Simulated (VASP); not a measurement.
Write the native input for VASP 6.6.1 that does the following.

* Task: single point
* Functional: r2SCAN
* Potentials or basis: VASP PAW PBE potentials, release 64 (Ba_sv)
* Cutoff: 520 eV
* k mesh: 12 × 12 × 12
* Occupations: gaussian, width 0.15 eV
* Spin: no spin polarisation
* Dipole correction: no
* Further INCAR settings: ALGO = Normal; EDIFF = 1e-07; NBANDS = 11

Crystal: Ba.

```
CELL_PARAMETERS angstrom
3.60430 0.00000 0.00000
0.00000 3.60430 0.00000
0.00000 0.00000 4.23113
ATOMIC_POSITIONS crystal
Ba 0.00000 0.00000 0.00000
```

This cell differs from its parent crystal: strain -0.080 along x and y, +0.080 along z.

The input as run:

POSCAR

```
Ba
1.0
    3.6043001373      0.0000000000      0.0000000000
    0.0000000000      3.6043001373      0.0000000000
    0.0000000000      0.0000000000      4.2311349437
Ba
1
Direct
    0.0000000000      0.0000000000      0.0000000000
```

INCAR.step1

```
SYSTEM = Ba
PREC = Accurate
ENCUT = 520
ISMEAR = 0
SIGMA = 0.15
LREAL = .FALSE.
LASPH = .TRUE.
NELM = 100
NBANDS = 11
GGA = PE
ALGO = Normal
EDIFF = 1E-4
LWAVE = .TRUE.
LCHARG = .FALSE.
```

INCAR.step2

```
SYSTEM = Ba
PREC = Accurate
ENCUT = 520
EDIFF = 1E-7
ISMEAR = 0
SIGMA = 0.15
LREAL = .FALSE.
LASPH = .TRUE.
NELM = 100
ALGO = Normal
ISIF = 2
LWAVE = .FALSE.
LCHARG = .FALSE.
METAGGA = R2SCAN
LMIXTAU = .TRUE.
NBANDS = 11
ISTART = 1
```

KPOINTS

```
Automatic mesh
0
G
  12 12 12
  0 0 0
```

Potentials or basis: VASP PAW PBE potentials, release 64 (Ba_sv).

Command:

```sh
$ cat potpaw_PBE.64/Ba_sv/POTCAR > POTCAR
$ cp INCAR.step1 INCAR
$ mpirun -np 1 vasp_std > vasp.out
$ cp INCAR.step2 INCAR
$ mpirun -np 1 vasp_std > vasp.out
```

Results of the run:

```yaml
Pressure: 1.3 GPa
Band_gap_on_the_k_mesh: zero (bands 5 and 6 overlap by 0.54 eV)
```

Caveat: the cell differs from its parent crystal (strain -0.080 along x and y, +0.080 along z); the PAW data sets were made with another functional, which shifts forces and pressure a little; spin-orbit coupling is left out, which moves the levels of the heavy elements.

Wall time 6.2 min on 1 thread of Intel Xeon 8259CL, on a shared host, peak memory 0.26 GiB.
